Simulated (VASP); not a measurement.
The system is GeAs5.

```
Ge As
1.0
     5.34364    0.00000    0.00000
     0.00000    5.34364    0.00000
     0.00000    0.00000    4.83773
Ge As
1 5
Direct
  0.00000 0.00000 0.50000
  0.00000 0.50000 0.50000
  0.50000 0.00000 0.50000
  0.50000 0.50000 0.50000
  0.50000 0.50000 0.00000
  0.00000 0.00000 0.00000
```

The cell was built from a structure type or drawn by symmetry, and may not be a known phase.

* Program: VASP 6.6.1
* Task: relaxation of cell and atoms
* Functional: PBE
* Potentials or basis: VASP PAW PBE potentials, release 64 (Ge_d, As)
* Cutoff: 600 eV
* k mesh: 4 × 4 × 4
* Occupations: gaussian, width 0.1 eV
* Spin: no spin polarisation

At the start: pressure 2.0 GPa; volume 23.02 Å³/atom.

Task: Where does the relaxation end?

Result: Over 5 steps the energy falls by 21.2 meV/atom and the volume is 23.50 Å³/atom (+2.1 %); space group P4/mmm (No. 123, to 0.1 Å) before and after.

Step by step:
| step | energy change (eV) | largest force (eV/Å) | pressure (GPa) | volume (Å³) |
| --- | --- | --- | --- | --- |
| 1 | 0.0000 | 0.0000 | 1.99 | 138.14 |
| 2 | -0.1017 | 0.0000 | -1.13 | 143.76 |
| 3 | -0.1260 | 0.0000 | -0.35 | 141.90 |
| 4 | -0.1261 | 0.0000 | -0.29 | 141.82 |
| 5 | -0.1271 | 0.0000 | 0.00 | 141.00 |

Final structure:
```
Ge As
1.0
     5.30326    0.00000    0.00000
     0.00000    5.30326    0.00000
     0.00000    0.00000    5.01332
Ge As
1 5
Direct
  0.00000 0.00000 0.50000
  0.00000 0.50000 0.50000
  0.50000 0.00000 0.50000
  0.50000 0.50000 0.50000
  0.50000 0.50000 0.00000
  0.00000 0.00000 0.00000
```
